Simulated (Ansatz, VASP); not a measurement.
One calculation of ZnAu, two programs

```xyz
2
Lattice="3.1470 0.0000 0.0000 0.0000 3.1470 0.0000 0.0000 0.0000 3.1470" Properties=species:S:1:pos:R:3 pbc="T T T"
Au    0.0000    0.0000    0.0000
Zn    1.5735    1.5735    1.5735
```

Alike in both runs: functional BLYP; k mesh 5 × 5 × 5; occupations fermi-dirac, width 0.05 eV; no spin polarisation.

|  | VASP | Ansatz |
| --- | --- | --- |
| version | VASP 6.6.1 | Ansatz 0.2.0 |
| potentials or method | VASP PAW PBE potentials, release 64 (Au, Zn) | Ansatz PAW |
| plane-wave cutoff (eV) | 520 | 420 |
| valence electrons in the cell | 23 | 31 |
| task | single point | band structure |

Ansatz gave:

| Item | Value |
| --- | --- |
| gap on the k mesh at the Fermi level (eV) | none |
| pressure (GPa) | 14.2 |

**Question.** Which values does VASP return?

**Answer.** gap on the k mesh at the Fermi level (eV): none; pressure (GPa): 14.9.

VASP's potentials were made for PBE, not for BLYP. A gap of «none» marks a metal or a gap that the smearing closes. The functional is the same, so the differences come from potentials, cutoffs and numerics. VASP's potentials hold 23 valence electrons a cell and Ansatz's 31, so a difference there can come from the potentials and not from the codes.

The k mesh is coarse, so the values compare programs but aren't converged. Neither program's run includes spin-orbit coupling.
